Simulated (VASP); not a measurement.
# MgO (Fm-3m) in VASP: a series of runs

Runs on MgO. Level: PBEsol. Tasks: vibrations by perturbation theory.

All numbers are computed with VASP 6.6.1; they aren't measurements. Logs are shortened: lines on timing, memory, paths and dates and some standing lists are left out, and cuts for length are marked.

## Step 1: The cell of the first run

It takes space group Fm-3m (No. 225, cubic). The conventional cell has a = 4.038 Å, b = 4.038 Å, c = 4.038 Å, α = 90.00°, β = 90.00°, γ = 90.00°. Mg (site symmetry m-3m) has 6 O at 2.02 Å within 2.7 Å. Within 2.7 Å of O (site symmetry m-3m) lie 6 Mg at 2.02 Å.

## Step 2: Vibrations by perturbation theory, PBEsol

INCAR

```
PREC = Accurate
ENCUT = 520
EDIFF = 1E-8
ISMEAR = 0
SIGMA = 0.01
LREAL = False
LASPH = True
NELM = 80
ALGO = Normal
ISIF = 2
LWAVE = False
LCHARG = False
GGA = PS
IBRION = 8
NSW = 1
LEPSILON = True
```

KPOINTS

```
Automatic mesh
0
Gamma
  10 10 10
```

POSCAR

```
MgO
1.0
    0.0000000000      2.0191000000      2.0191000000
    2.0191000000      0.0000000000      2.0191000000
    2.0191000000      2.0191000000      0.0000000000
Mg O
1 1
Direct
    0.0000000000      0.0000000000      0.0000000000
    0.5000000000      0.5000000000      0.5000000000
```

Potentials or basis: VASP PAW PBE potentials, release 64 (Mg, O).

On the command line:

```sh
> cat potpaw_PBE.64/Mg/POTCAR potpaw_PBE.64/O/POTCAR > POTCAR
> mpirun -np 1 vasp_std > vasp.out
```

OUTCAR:

```text
PREC = Accurate
   ENCUT = 520
   EDIFF = 1E-8
   ISMEAR = 0
   LREAL = False
   LASPH = True
   NELM = 80
   ISIF = 2
   GGA = PS
   IBRION = 8
   NSW = 1
   LEPSILON = True

 ion  position               nearest neighbor table
   1  0.000  0.000  0.000-   2 2.02   2 2.02   2 2.02   2 2.02   2 2.02   2 2.02
   2  0.500  0.500  0.500-   1 2.02   1 2.02   1 2.02   1 2.02   1 2.02   1 2.02

  LATTYP: Found a face centered cubic cell.
 ALAT       =     4.0382000000

  Lattice vectors:

 A1 = (   0.0000000000,   2.0191000000,   2.0191000000)
 A2 = (   2.0191000000,   0.0000000000,   2.0191000000)
 A3 = (   2.0191000000,   2.0191000000,   0.0000000000)

Analysis of symmetry for initial positions (statically):
=====================================================================
 Subroutine PRICEL returns:
 Original cell was already a primitive cell.

 Routine SETGRP: Setting up the symmetry group for a
 face centered cubic supercell.

 Subroutine GETGRP returns: Found 48 space group operations
 (whereof 48 operations were pure point group operations)
 out of a pool of 48 trial point group operations.

The static configuration has the point symmetry O_h .

Analysis of symmetry for dynamics (positions and initial velocities):
=====================================================================
 Subroutine PRICEL returns:
 Original cell was already a primitive cell.

 Routine SETGRP: Setting up the symmetry group for a
 face centered cubic supercell.

 Subroutine GETGRP returns: Found 48 space group operations
 (whereof 48 operations were pure point group operations)
 out of a pool of 48 trial point group operations.

The dynamic configuration has the point symmetry O_h .

 Subroutine INISYM returns: Found 48 space group operations
 (whereof 48 operations are pure point group operations),
 and found     1 'primitive' translations

----------------------------------------------------------------------------------------

                                     Primitive cell

  volume of cell :      16.4628

  direct lattice vectors                    reciprocal lattice vectors
     0.000000000  2.019100000  2.019100000    -0.247635085  0.247635085  0.247635085
     2.019100000  0.000000000  2.019100000     0.247635085 -0.247635085  0.247635085
     2.019100000  2.019100000  0.000000000     0.247635085  0.247635085 -0.247635085

  length of vectors
     2.855438604  2.855438604  2.855438604     0.428916549  0.428916549  0.428916549

  position of ions in fractional coordinates (direct lattice)
     0.000000000  0.000000000  0.000000000
     0.500000000  0.500000000  0.500000000

  ion indices of the primitive-cell ions
   primitive index   ion index
                 1           1
                 2           2

----------------------------------------------------------------------------------------

 KPOINTS: Automatic mesh

Automatic generation of k-mesh.
 Grid dimensions read from file:
 generate k-points for:   10   10   10

 Generating k-lattice:

  Cartesian coordinates                     Fractional coordinates (reciprocal lattice)
    -0.024763508  0.024763508  0.024763508     0.100000000  0.000000000  0.000000000
     0.024763508 -0.024763508  0.024763508     0.000000000  0.100000000  0.000000000
     0.024763508  0.024763508 -0.024763508     0.000000000  0.000000000  0.100000000

  Length of vectors
     0.042891655  0.042891655  0.042891655

  Shift w.r.t. Gamma in fractional coordinates (k-lattice)
     0.000000000  0.000000000  0.000000000

 Subroutine IBZKPT returns following result:
 ===========================================

 Found     47 irreducible k-points:

 Following reciprocal coordinates:
            Coordinates               Weight
[... 369 lines left out ...]
  energy-cutoff  :      520.00
  volume of cell :       16.46
      direct lattice vectors                 reciprocal lattice vectors
     0.000000000  2.019100000  2.019100000    -0.247635085  0.247635085  0.247635085
     2.019100000  0.000000000  2.019100000     0.247635085 -0.247635085  0.247635085
     2.019100000  2.019100000  0.000000000     0.247635085  0.247635085 -0.247635085

 POSITION                                       TOTAL-FORCE (eV/Angst)
 -----------------------------------------------------------------------------------
      0.00000      0.00000      0.00000         0.000000      0.000000     -0.000000
      2.01910      2.01910      2.01910        -0.000000     -0.000000      0.000000
 -----------------------------------------------------------------------------------
    total drift:                               -0.000000     -0.000000      0.000000

  FREE ENERGIE OF THE ION-ELECTRON SYSTEM (eV)
  ---------------------------------------------------
  free  energy   TOTEN  =       -12.3496127957 eV

  energy  without entropy=      -12.3496127957  energy(sigma->0) =      -12.34961280

 HEAD OF MICROSCOPIC STATIC DIELECTRIC TENSOR (INDEPENDENT PARTICLE, excluding Hartree and local field effects)
 ------------------------------------------------------
           3.114398     0.000000    -0.000000
          -0.000000     3.114398     0.000000
           0.000000     0.000000     3.114398
 ------------------------------------------------------

 Free energy of the ion-electron system (eV)
  ---------------------------------------------------
  ---------------------------------------------------
  free energy    TOTEN  =        -0.10032149 eV

  energy without entropy =       -0.10032149

------------------------ aborting loop because EDIFF is reached ----------------------------------------

--------------------------------------- Ionic step        2  -------------------------------------------

------------------------ aborting loop because EDIFF is reached ----------------------------------------

--------------------------------------- Ionic step        3  -------------------------------------------

------------------------ aborting loop because EDIFF is reached ----------------------------------------

 PIEZOELECTRIC TENSOR FIELD DIRECTION 3  (e Angst)
 -----------------------------------------------------------------------------
    -0.00014  0.00000  0.00000           ( -0.00001  0.00000  0.00000)
     0.00000 -0.00014 -0.00000           (  0.00000 -0.00001  0.00000)
     0.00000 -0.00000 -0.00017           (  0.00000  0.00000 -0.00001)

 PIEZOELECTRIC TENSOR FIELD DIRECTION 3  (C/m^2)
 -----------------------------------------------------------------------------
    -0.00014  0.00000  0.00000
     0.00000 -0.00014 -0.00000
     0.00000 -0.00000 -0.00017

--------------------------------------- Ionic step        4  -------------------------------------------

------------------------ aborting loop because EDIFF is reached ----------------------------------------

[... ionic steps 5 to 6 ...]

--------------------------------------- Ionic step        7  -------------------------------------------

 Free energy of the ion-electron system (eV)
  ---------------------------------------------------
  ---------------------------------------------------
  free energy    TOTEN  =        -0.35723083 eV

  energy without entropy =       -0.35723083

------------------------ aborting loop because EDIFF is reached ----------------------------------------

 INTERNAL STRAIN TENSOR  FOR ION    2  DIRECTION 1   (eV/Angst):
 -----------------------------------------------------------------------------
    -0.00489 -0.00000  0.00000
     0.00000  0.00737 -0.00000
    -0.00000 -0.00000  0.00737

 MACROSCOPIC STATIC DIELECTRIC TENSOR (including local field effects in DFT)
 ------------------------------------------------------
           3.031806     0.000000    -0.000000
           0.000000     3.031806    -0.000000
           0.000000     0.000000     3.031806
 ------------------------------------------------------

 PIEZOELECTRIC TENSOR (including local field effects)  for field in x, y, z        (e  Angst)
          XX          YY          ZZ          XY          YZ          ZX
  --------------------------------------------------------------------------------
  x     0.00000     0.00000     0.00000     0.00000     0.00000     0.00000
  y     0.00000     0.00000     0.00000     0.00000     0.00000     0.00000
  z     0.00000     0.00000     0.00000     0.00000     0.00000     0.00000

 PIEZOELECTRIC TENSOR (including local field effects)  for field in x, y, z        (C/m^2)
          XX          YY          ZZ          XY          YZ          ZX
  --------------------------------------------------------------------------------
  x     0.00000     0.00000     0.00000     0.00000     0.00000     0.00000
  y     0.00000     0.00000     0.00000     0.00000     0.00000     0.00000
  z     0.00000     0.00000     0.00000     0.00000     0.00000     0.00000

 BORN EFFECTIVE CHARGES (including local field effects) (in |e|, cummulative output)
 ---------------------------------------------------------------------------------
 ion    1
    1     1.91515    -0.00000     0.00000
    2    -0.00000     1.91515     0.00000
    3    -0.00000     0.00000     1.91515
 ion    2
    1    -1.91515     0.00000    -0.00000
    2     0.00000    -1.91515    -0.00000
    3     0.00000    -0.00000    -1.91515

 INTERNAL STRAIN TENSOR FOR ION    2 for displacements in x,y,z  (eV/Angst):
          X           Y           Z          XY          YZ          ZX
  --------------------------------------------------------------------------------
  x     0.00000     0.00000     0.00000     0.00000     0.00000     0.00000
  y     0.00000     0.00000     0.00000     0.00000     0.00000     0.00000
  z     0.00000     0.00000     0.00000     0.00000     0.00000     0.00000

 SECOND DERIVATIVES (NOT SYMMETRIZED)
 ------------------------------------
               1X          1Y          1Z          2X          2Y          2Z
  1X    -9.371647    0.000000    0.000000    9.371647    0.000000    0.000000
  1Y     0.000000   -9.371647    0.000000    0.000000    9.371647    0.000000
  1Z     0.000000    0.000000   -9.371647    0.000000    0.000000    9.371647
  2X     9.378949    0.000000    0.000000   -9.378949    0.000000    0.000000
  2Y     0.000000    9.378949    0.000000    0.000000   -9.378949    0.000000
  2Z     0.000000    0.000000    9.378949    0.000000    0.000000   -9.378949

 Eigenvectors and eigenvalues of the dynamical matrix
 ----------------------------------------------------

   1 f  =   15.411055 THz    96.830512 2PiTHz  514.057452 cm-1    63.734972 meV
             X         Y         Z           dx          dy          dz
      0.000000  0.000000  0.000000     0.000000    0.629910    0.000000
      2.019100  2.019100  2.019100     0.000000   -0.776668    0.000000
[... 21 lines left out ...]
   6 f/i=    0.002936 THz     0.018447 2PiTHz    0.097933 cm-1     0.012142 meV
             X         Y         Z           dx          dy          dz
      0.000000  0.000000  0.000000     0.000000    0.000000    0.776668
      2.019100  2.019100  2.019100     0.000000    0.000000    0.629910

--------------------------------------------------------------------------------------------------------

 MACROSCOPIC STATIC DIELECTRIC TENSOR IONIC CONTRIBUTION
 ------------------------------------------------------
           4.300146     0.000000     0.000000
           0.000000     4.300146    -0.000000
           0.000000    -0.000000     4.300146
 ------------------------------------------------------

 ELASTIC MODULI CONTR FROM IONIC RELAXATION (kBar)
 Direction    XX          YY          ZZ          XY          YZ          ZX
 --------------------------------------------------------------------------------
 XX           0.0000      0.0000      0.0000      0.0000      0.0000      0.0000
 YY           0.0000      0.0000      0.0000      0.0000      0.0000      0.0000
 ZZ           0.0000      0.0000      0.0000      0.0000      0.0000      0.0000
 XY           0.0000      0.0000      0.0000      0.0000      0.0000      0.0000
 YZ           0.0000      0.0000      0.0000      0.0000      0.0000      0.0000
 ZX           0.0000      0.0000      0.0000      0.0000      0.0000      0.0000
 --------------------------------------------------------------------------------

 PIEZOELECTRIC TENSOR IONIC CONTR  for field in x, y, z        (C/m^2)
          XX          YY          ZZ          XY          YZ          ZX
  --------------------------------------------------------------------------------
  x     0.00000     0.00000     0.00000     0.00000     0.00000     0.00000
  y     0.00000     0.00000     0.00000     0.00000     0.00000     0.00000
  z     0.00000     0.00000     0.00000     0.00000     0.00000     0.00000
```

It took 99 s on 1 thread of AMD EPYC 7R13 (Zen 3), shared host; peak memory 0.15 GiB.

What came out:

```
Electronic dielectric tensor (diagonal)                 : 3.03
Born charges (mean of the diagonal)                     : Mg +1.92; O -1.92 e
Highest phonon frequency at Γ, LO-TO splitting left out : 514 cm⁻¹
```

Phonon frequencies in cm⁻¹ (negative: imaginary):
| q point | frequencies |
| --- | --- |
| (0.000, 0.000, 0.000) | 0 0 0 514 514 514 |

Electronic dielectric tensor:
```
3.03 0.00 0.00
0.00 3.03 0.00
0.00 0.00 3.03
```

Born effective charge tensors (e):
atom 1, Mg
```
1.92 0.00 0.00
0.00 1.92 0.00
0.00 0.00 1.92
```
atom 2, O
```
-1.92  0.00  0.00
 0.00 -1.92  0.00
 0.00  0.00 -1.92
```

Caveat: the cell stands under pressure or tension, which shifts response properties.

(Part 1 of 2 ends here.)
